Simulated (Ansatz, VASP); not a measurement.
NaI in VASP and in Ansatz

```
CELL_PARAMETERS angstrom
0.00000 3.29642 3.29642
3.29642 0.00000 3.29642
3.29642 3.29642 0.00000
ATOMIC_POSITIONS crystal
Na 0.00000 0.00000 0.00000
I 0.50000 0.50000 0.50000
```

Alike in both runs: task single point; functional PBE; k mesh 6 × 6 × 6; occupations gaussian, width 0.02 eV; no spin polarisation.

|  | VASP | Ansatz |
| --- | --- | --- |
| version | VASP 6.6.1 | Ansatz 0.2.0 |
| potentials or method | VASP PAW PBE potentials, release 64 (Na_pv, I), cutoff 520 eV | scalar-relativistic, plane waves, PAW |
| valence electrons in the cell | 14 | 26 |

|  | VASP | Ansatz | Ansatz less VASP |
| --- | --- | --- | --- |
| gap on the k mesh at the Fermi level (eV) | 3.50 | 3.50 | +0.003 |
| least direct gap on the mesh (eV) | 3.50 | 3.50 | +0.003 |
| pressure (GPa) | -0.4 | -0.4 | -0.01 |

With one functional, cell and mesh, what is left measures potentials, basis and numerics. VASP's potentials hold 14 valence electrons a cell and Ansatz's 26, so a difference there can come from the potentials and not from the codes.

Neither program's run includes spin-orbit coupling.
